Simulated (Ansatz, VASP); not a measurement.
Pt: VASP beside Ansatz

```xyz
1
Lattice="0.0000 2.0843 1.8858 2.0843 0.0000 1.8858 2.0843 2.0843 0.0000" Properties=species:S:1:pos:R:3 pbc="T T T"
Pt    0.0000    0.0000    0.0000
```

Change from the starting cell: strain +0.050 along x and y, -0.050 along z, atoms carried along.

Alike in both runs: task single point; functional PBE; k mesh 26 × 26 × 26; occupations gaussian, width 0.15 eV; no spin polarisation.

|  | VASP | Ansatz |
| --- | --- | --- |
| version | VASP 6.6.1 | Ansatz 0.2.0 |
| potentials or method | VASP PAW PBE potentials, release 64 (Pt), cutoff 520 eV | scalar-relativistic, plane waves, PAW |
| valence electrons in the cell | 10 | 18 |

Ansatz gave:

* gap on the k mesh at the Fermi level (eV): none
* pressure (GPa): -9.4
* traceless stress, the component that is largest in VASP (GPa): 2.84

What did VASP give for the same quantities?

gap on the k mesh at the Fermi level (eV): none; pressure (GPa): -9.8; traceless stress, the component that is largest in VASP (GPa): 2.82.

A gap of «none» marks a metal or a gap that the smearing closes. VASP's potentials hold 10 valence electrons a cell and Ansatz's 18, so a difference there can come from the potentials and not from the codes.

Spin-orbit coupling is off throughout.
